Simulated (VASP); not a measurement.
Wanted: the native input for a VASP 6.6.1 run.

```yaml
Task: single point
Functional: PBE
Potentials_or_basis: VASP PAW PBE potentials, release 64 (K_sv)
Cutoff: 520 eV
k_mesh: 7 × 7 × 9
Occupations: fermi-dirac, width 0.1 eV
Spin: no spin polarisation
Dipole_correction: no
Further_INCAR_settings: ALGO = Normal; EDIFF = 1e-06; NBANDS = 20
```

The structure of K lies in POSCAR:

```
K
1.0
    7.2388664060      0.0000000000      0.0000000000
   -3.6194332030      6.2690422022      0.0000000000
    0.0000000000      0.0000000000      4.3173866804
K
3
Direct
    1.0000000000      1.0000000000      0.0000000000
    0.3333333333      0.6666666667      0.5000000000
    0.6666666667      0.3333333333      0.5000000000
```

This isn't the form of K at room conditions, which is bcc.

The input as run:

INCAR

```
PREC     = Accurate       # precision mode
ENCUT    = 520            # plane-wave cutoff, eV
EDIFF    = 1E-6           # SCF threshold, eV
ISMEAR   = -1             # smearing method
SIGMA    = 0.1            # smearing width, eV
LREAL    = F              # projectors in reciprocal space
LASPH    = T              # aspherical terms in the spheres
NELM     = 60             # most SCF steps
ALGO     = Normal         # electronic algorithm
ISIF     = 2              # what is computed and relaxed
LWAVE    = F              # write WAVECAR
LCHARG   = F              # write CHGCAR
GGA      = PE             # functional
NBANDS   = 20             # bands
```

KPOINTS

```
regular mesh
0
Gamma
  7 7 9
```

Potentials or basis: VASP PAW PBE potentials, release 64 (K_sv).

Command:

```bash
$ cat potpaw_PBE.64/K_sv/POTCAR > POTCAR
$ mpirun -np 1 vasp_std > vasp.out
```

Results of the run:

| Item | Value |
| --- | --- |
| Pressure | 0.6 GPa |
| Band gap on the k mesh | zero (an odd number of electrons rules out a gap without spin polarisation) |

It took 2.3 min on 1 thread of Oxide Virtual Turin-like Processor, on a shared host, peak memory 0.31 GiB.
